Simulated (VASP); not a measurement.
The system is ZnO.

```
CELL_PARAMETERS angstrom
3.25000 0.00000 0.00000
-1.62500 2.81458 0.00000
0.00000 0.00000 5.20500
ATOMIC_POSITIONS crystal
Zn 0.33333 0.66667 0.00000
Zn 0.66667 0.33333 0.50000
O 0.33333 0.66667 0.50000
O 0.66667 0.33333 0.00000
```

| Quantity | Value |
| --- | --- |
| Program | VASP 6.6.1 |
| Task | relaxation of cell and atoms |
| Functional | r2SCAN |
| Potentials or basis | VASP PAW PBE potentials, release 64 (Zn, O) |
| Cutoff | 660 eV |
| k mesh | 12 × 12 × 8 |
| Occupations | gaussian, width 0.02 eV |
| Spin | no spin polarisation |

At the start: pressure 6.4 GPa; volume 11.90 Å³/atom.

Task: How do energy, volume and symmetry change on relaxing?

Result: Over 16 steps the energy falls by 73.0 meV/atom and the volume is 11.38 Å³/atom (-4.4 %); space group P6_3/mmc (No. 194, to 0.1 Å) before and after.

Step by step:
| step | energy change (eV) | largest force (eV/Å) | pressure (GPa) | volume (Å³) |
| --- | --- | --- | --- | --- |
| 1 | 0.0000 | 0.0000 | 6.37 | 47.61 |
| 2 | -0.0708 | 0.0000 | -8.26 | 50.89 |
| 3 | -0.0997 | 0.0000 | -3.64 | 49.67 |
| 4 | -0.1680 | 0.0000 | -2.92 | 48.47 |
| 5 | -0.2820 | 0.0000 | 3.21 | 44.77 |
| 6 | -0.2823 | 0.0000 | 2.28 | 45.12 |
| 7 | -0.2826 | 0.0000 | 2.64 | 44.98 |
| 8 | -0.2863 | 0.0000 | -1.24 | 45.77 |
| 9 | -0.2918 | 0.0000 | 0.34 | 45.41 |
| 10 | -0.2918 | 0.0000 | 0.21 | 45.44 |
| 11 | -0.2918 | 0.0000 | 0.26 | 45.43 |
| 12 | -0.2918 | 0.0000 | -0.07 | 45.54 |
| 13 | -0.2919 | 0.0000 | 0.14 | 45.47 |
| 14 | -0.2918 | 0.0000 | 0.04 | 45.51 |
| 15 | -0.2918 | 0.0000 | 0.03 | 45.51 |
| 16 | -0.2918 | 0.0000 | -0.01 | 45.52 |

Final structure:
```yaml
crystal:
  lattice:
    - [3.42224, 0.00000, 0.00000]
    - [-1.71112, 2.96375, 0.00000]
    - [0.00000, 0.00000, 4.48779]
  atoms:
    - { symbol: Zn, position: [0.33333, 0.66667, 0.00000] }
    - { symbol: Zn, position: [0.66667, 0.33333, 0.50000] }
    - { symbol: O, position: [0.33333, 0.66667, 0.50000] }
    - { symbol: O, position: [0.66667, 0.33333, 0.00000] }
```

Caveat: the PAW data sets were made with another functional, which shifts forces and pressure a little.
